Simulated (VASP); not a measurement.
# HfN (F-43m) in VASP: a series of runs, part 2 of 2

VASP 6.6.1.

## (3) Single point, PBE-based screened hybrid

File POSCAR:

```
HfN
1.0
    0.0000000000      2.4548220000      2.4548220000
    2.4548220000      0.0000000000      2.4548220000
    2.4548220000      2.4548220000      0.0000000000
Hf N
1 1
Direct
    0.0000000000      0.0000000000      0.0000000000
    0.2500000000      0.2500000000      0.2500000000
```

File INCAR.step1:

```
ALGO = Normal ; EDIFF = 1E-5
ENCUT = 520 ; GGA = PE
ISIF = 2 ; ISMEAR = -1
LASPH = True ; LCHARG = False
LREAL = False ; LWAVE = True
NBANDS = 14 ; NELM = 60
PREC = Accurate ; SIGMA = 0.05
```

File INCAR.step2:

```
AEXX = 0.05 ; ALGO = Normal
EDIFF = 1E-6 ; ENCUT = 520
GGA = PE ; HFSCREEN = 0.2
ISIF = 2 ; ISMEAR = -1
ISTART = 1 ; LASPH = True
LCHARG = False ; LHFCALC = True
LREAL = False ; LWAVE = False
NBANDS = 14 ; NELM = 60
PREC = Accurate ; PRECFOCK = Normal
SIGMA = 0.05
```

File KPOINTS:

```
k-points
0
Gamma
  5 5 5
```

Potentials or basis: VASP PAW PBE potentials, release 64 (Hf_pv, N).

On the command line:

```console
> cat potpaw_PBE.64/Hf_pv/POTCAR potpaw_PBE.64/N/POTCAR > POTCAR
> cp INCAR.step1 INCAR
> mpirun -np 1 vasp_std > vasp.out
> cp INCAR.step2 INCAR
> mpirun -np 1 vasp_std > vasp.out
```

OUTCAR:

```text
AEXX = 0.05
   EDIFF = 1E-6
   ENCUT = 520
   GGA = PE
   HFSCREEN = 0.2
   ISIF = 2
   ISMEAR = -1
   ISTART = 1
   LASPH = True
   LHFCALC = True
   LREAL = False
   NELM = 60
   PREC = Accurate
   PRECFOCK = Normal

 ion  position               nearest neighbor table
   1  0.000  0.000  0.000-   2 2.13   2 2.13   2 2.13   2 2.13
   2  0.250  0.250  0.250-   1 2.13   1 2.13   1 2.13   1 2.13

  LATTYP: Found a face centered cubic cell.
 ALAT       =     4.9096440000

  Lattice vectors:

 A1 = (   0.0000000000,   2.4548220000,   2.4548220000)
 A2 = (   2.4548220000,   0.0000000000,   2.4548220000)
 A3 = (   2.4548220000,   2.4548220000,   0.0000000000)

Analysis of symmetry for initial positions (statically):
=====================================================================
 Subroutine PRICEL returns:
 Original cell was already a primitive cell.

 Routine SETGRP: Setting up the symmetry group for a
 face centered cubic supercell.

 Subroutine GETGRP returns: Found 24 space group operations
 (whereof 24 operations were pure point group operations)
 out of a pool of 48 trial point group operations.

The static configuration has the point symmetry T_d .

Analysis of symmetry for dynamics (positions and initial velocities):
=====================================================================
 Subroutine PRICEL returns:
 Original cell was already a primitive cell.

 Routine SETGRP: Setting up the symmetry group for a
 face centered cubic supercell.

 Subroutine GETGRP returns: Found 24 space group operations
 (whereof 24 operations were pure point group operations)
 out of a pool of 48 trial point group operations.

The dynamic configuration has the point symmetry T_d .

 Subroutine INISYM returns: Found 24 space group operations
 (whereof 24 operations are pure point group operations),
 and found     1 'primitive' translations

----------------------------------------------------------------------------------------

                                     Primitive cell

  volume of cell :      29.5863

  direct lattice vectors                    reciprocal lattice vectors
     0.000000000  2.454822000  2.454822000    -0.203680756  0.203680756  0.203680756
     2.454822000  0.000000000  2.454822000     0.203680756 -0.203680756  0.203680756
     2.454822000  2.454822000  0.000000000     0.203680756  0.203680756 -0.203680756

  length of vectors
     3.471642566  3.471642566  3.471642566     0.352785417  0.352785417  0.352785417

  position of ions in fractional coordinates (direct lattice)
     0.000000000  0.000000000  0.000000000
     0.250000000  0.250000000  0.250000000

  ion indices of the primitive-cell ions
   primitive index   ion index
                 1           1
                 2           2

----------------------------------------------------------------------------------------

 KPOINTS: k-points

Automatic generation of k-mesh.
 Grid dimensions read from file:
 generate k-points for:    5    5    5

 Generating k-lattice:

[... 33 lines left out ...]
   ions per type =               1   1
   NGX,Y,Z   is equivalent  to a cutoff of  13.41, 13.41, 13.41 a.u.
   NGXF,Y,Z  is equivalent  to a cutoff of  26.82, 26.82, 26.82 a.u.
 SYSTEM =  unknown system
   PREC   = accura    normal or accurate (medium, high low for compatibility)
   ISTART =      1    job   : 0-new  1-cont  2-samecut
   ICHARG =      0    charge: 1-file 2-atom 10-const
   ISPIN  =      1    spin polarized calculation?
   LNONCOLLINEAR =      F non collinear calculations
   LSORBIT =      F    spin-orbit coupling
   LASPH  =      T    aspherical Exc in radial PAW
   ENCUT  =  520.0 eV  38.22 Ry    6.18 a.u.   6.45  6.45  6.45*2*pi/ulx,y,z
   NELM   =     60;   NELMIN=  2; NELMDL=  0     # of ELM steps
   EDIFF  = 0.1E-05   stopping-criterion for ELM
   LREAL  =      F    real-space projection
   EDIFFG = 0.1E-04   stopping-criterion for IOM
   NSW    =      0    number of steps for IOM
   IBRION =     -1    ionic relax: 0-MD 1-quasi-New 2-CG
   NFREE  =      0    steps in history (QN), initial steepest desc. (CG)
   ISIF   =      2    stress and relaxation
   ISYM   =      3    0-nonsym 1-usesym 2-fastsym
   POTIM  = 0.5000    time-step for ionic-motion
   TEBEG  =    0.0;   TEEND  =   0.0 temperature during run
   PSTRESS=    0.0 pullay stress
   NELECT =      15.0000    total number of electrons
   NUPDOWN=      -1.0000    fix difference up-down
   EMIN   =  10.00;   EMAX   =-10.00  energy-range for DOS
   EFERMI =   0.00;   METHOD = LEGACY
   ISMEAR =    -1;   SIGMA  =   0.05  broadening in eV -4-tet -1-fermi 0-gaus
   EFERMI_NEDOS =   21; number of points for ismear=-14 and -15
   IALGO  =     38    algorithm
   IMIX   =      1    mixing-type and parameters
     AMIX     =   0.40;   BMIX     =  1.00
     AMIX_MAG =   1.60;   BMIX_MAG =  1.00
  volume/ion in A,a.u.               =      14.79        99.83
  Fermi-wavevector in a.u.,A,eV,Ry     =   1.305395  2.466839 23.185087  1.704056
  Thomas-Fermi vector in A             =   2.436267
   LORBIT       =      0    0 simple, 1 ext, 2 COOP (PROOUT), +10 PAW based schemes
   GGA     = PE    functional components
   LHFCALC =     T    Hartree Fock is set to
   PRECFOCK=normal    Normal, Fast or Accurate (Low or Medium for compatibility)
   ENCUT4O =  -1.0   cutoff for four orbital integrals eV
   NKREDX  =     1    reduce k-point grid by
   NKREDY  =     1    reduce k-point grid by
   NKREDZ  =     1    reduce k-point grid by
   AEXX    =    0.0500 exact exchange contribution
   HFSCREEN=    0.2000 screening length (either q_TF or 0.3 A-1)
   HFSCREENC=   0.2000 screening length for correlation (either q_TF or 0.3 A-1)
   ENCUTFOCK=  -1.0 apply spherical cutoff to Coloumb kernel
   IVDW    =     0    specifies the selected vdW correction
   LEPSILON=     F    determine dielectric tensor
   LRPA    =     F    only Hartree local field effects (RPA)
 non-spin polarized calculation
  energy-cutoff  :      520.00
  volume of cell :       29.59
 maximum number of plane-waves:       821
 NGX is ok and might be reduce to    28
  NGX = 20; NGY = 20; NGZ = 20

 number of electron      15.0000001 magnetization

 Free energy of the ion-electron system (eV)
  ---------------------------------------------------
  ext. energy  EPLUGINS =         0.00000000
  ---------------------------------------------------
  free energy    TOTEN  =       -21.84900194 eV

  energy without entropy =      -21.82863462  energy(sigma->0) =      -21.83881828

 E-fermi :   5.8992     XC(G=0): -10.8230

 val. band max:        5.8649207382   @ k =   0.4000   0.2000   0.0000
 cond. band min:       5.9873648006   @ k =  -0.4000   0.2000   0.0000
 fundamental gap:      0.1224440624
 Fermi energy:         5.8992143330

 k-point     1 :       0.0000    0.0000    0.0000
  band No.  band energies     occupation
      1     -25.8324      2.00000
      2     -25.8324      2.00000
      3     -25.8324      2.00000
      4     -10.8463      2.00000
      5       0.1118      2.00000
      6       0.1118      2.00000
      7       0.1118      2.00000
      8       5.0725      2.00000
      9       8.1435      0.00000
     10       8.1435      0.00000
     11      12.5125      0.00000
     12      12.5125      0.00000
     13      12.5125      0.00000
     14      18.3332      0.00000
[... 139 lines left out ...]
      1     -26.2299      2.00000
      2     -26.0659      2.00000
      3     -25.9694      2.00000
      4      -9.4448      2.00000
      5      -0.3337      2.00000
      6       0.6300      2.00000
      7       1.7453      2.00000
      8       4.9840      2.00000
      9       7.3549      0.00000
     10       9.3476      0.00000
     11      11.3891      0.00000
     12      12.2940      0.00000
     13      14.1819      0.00000
     14      16.3880      0.00000

------------------------ aborting loop because EDIFF is reached ----------------------------------------

  FORCE on cell =-STRESS in cart. coord.  units (eV):
  Direction    XX          YY          ZZ          XY          YZ          ZX
  --------------------------------------------------------------------------------------
  -------------------------------------------------------------------------------------
  Total       -0.1573890     -0.1573890     -0.1573890      0.0000000      0.0000000     -0.0000000
  in kB       -8.5230473     -8.5230473     -8.5230473      0.0000000      0.0000000     -0.0000000
  external PRESSURE =      -8.5230473 kB  Pullay stress =       0.0000000 kB

 VOLUME and BASIS-vectors are now :
 -----------------------------------------------------------------------------
  energy-cutoff  :      520.00
  volume of cell :       29.59
      direct lattice vectors                 reciprocal lattice vectors
     0.000000000  2.454822000  2.454822000    -0.203680756  0.203680756  0.203680756
     2.454822000  0.000000000  2.454822000     0.203680756 -0.203680756  0.203680756
     2.454822000  2.454822000  0.000000000     0.203680756  0.203680756 -0.203680756

 POSITION                                       TOTAL-FORCE (eV/Angst)
 -----------------------------------------------------------------------------------
      0.00000      0.00000      0.00000        -0.000000     -0.000000     -0.000000
      1.22741      1.22741      1.22741         0.000000      0.000000      0.000000
 -----------------------------------------------------------------------------------
    total drift:                               -0.000000     -0.000001     -0.000001

  FREE ENERGIE OF THE ION-ELECTRON SYSTEM (eV)
  ---------------------------------------------------
  free  energy   TOTEN  =       -21.8490019366 eV

  energy  without entropy=      -21.8286346173  energy(sigma->0) =      -21.83881828
```

Run time: 7.3 min. Hardware: 1 thread of Intel Xeon Platinum 8488C (Sapphire Rapids), shared host; peak memory 0.26 GiB.

What came out:

```
Free energy : -21.8490 eV
Pressure    : -0.9 GPa
```

Caveat: the k points lie up to 0.44 Å⁻¹ apart; the PAW data sets were made with another functional, which shifts forces and pressure a little; spin-orbit coupling is left out, which moves the levels of the heavy elements.

## (4) Single point, PBE-based screened hybrid

POSCAR is that of step 3.

File INCAR.step1:

```
SYSTEM = HfN
PREC = Accurate ; ENCUT = 520
EDIFF = 1E-5 ; ISMEAR = -1
SIGMA = 0.05 ; LREAL = .False.
LASPH = .True. ; NELM = 80
ALGO = Normal ; ISIF = 2
LWAVE = .True. ; LCHARG = .False.
NBANDS = 14 ; GGA = PE
```

File INCAR.step2:

```
SYSTEM = HfN
PREC = Accurate ; ENCUT = 520
EDIFF = 1E-7 ; ISMEAR = -1
SIGMA = 0.05 ; LREAL = .False.
LASPH = .True. ; NELM = 80
ALGO = Normal ; ISIF = 2
LWAVE = .False. ; LCHARG = .False.
GGA = PE ; LHFCALC = .True.
AEXX = 0.1 ; HFSCREEN = 0.2
PRECFOCK = Normal ; NBANDS = 14
ISTART = 1
```

File KPOINTS:

```
regular mesh
0
Gamma
  5 5 5
  0 0 0
```

On the command line:

```console
> cat potpaw_PBE.64/Hf_pv/POTCAR potpaw_PBE.64/N/POTCAR > POTCAR
> cp INCAR.step1 INCAR
> mpirun -np 1 vasp_std > vasp.out
> cp INCAR.step2 INCAR
> mpirun -np 1 vasp_std > vasp.out
```

Run time: 8 min. Hardware: 1 thread of Intel Xeon Platinum 8488C (Sapphire Rapids), shared host; peak memory 0.26 GiB.

It converged, with:

| Item | Value |
| --- | --- |
| Free energy | -22.5428 eV |
| Pressure | -1.7 GPa |

Levels at points of the mesh, in eV from the Fermi level:
| k point | band 5 | band 6 | band 7 | band 8 | band 9 | band 10 |
| --- | --- | --- | --- | --- | --- | --- |
| (0.00, 0.00, 0.00) | -6.01 | -6.01 | -6.01 | -0.81 | 2.35 | 2.35 |

Caveat: the k points lie up to 0.44 Å⁻¹ apart; the PAW data sets were made with another functional, which shifts forces and pressure a little; spin-orbit coupling is left out, which moves the levels of the heavy elements.

## (5) The runs side by side

| level | U | k mesh | grid for exact exchange (PRECFOCK) | share of exact exchange | screening parameter | gap on the mesh (eV) | pressure (GPa) |
| --- | --- | --- | --- | --- | --- | --- | --- |
| PBEsol+U | Hf d U = 6.0 eV | 9 × 9 × 9 | - | - | - | none | 12.0 |
| PBE-based screened hybrid | - | 5 × 5 × 5 | Normal | 0.05 | 0.2 1/Å | none | -0.9 |
| PBE-based screened hybrid | - | 5 × 5 × 5 | Normal | 0.1 | 0.2 1/Å | none | -1.7 |

Alike in all rows: task single point; potentials or basis VASP PAW PBE potentials, release 64 (Hf_pv, N); no spin polarisation; cell as given; cutoff (eV) 520; smearing fermi-dirac 0.05 eV.

Caveats: some runs use coarse meshes; the PAW data sets were made with another functional, which shifts forces and pressure a little; spin-orbit coupling is left out, which moves the levels of the heavy elements; U without spin polarisation on a metal has little footing (some runs).

Absolute energies hang on the potentials; compare differences alone.
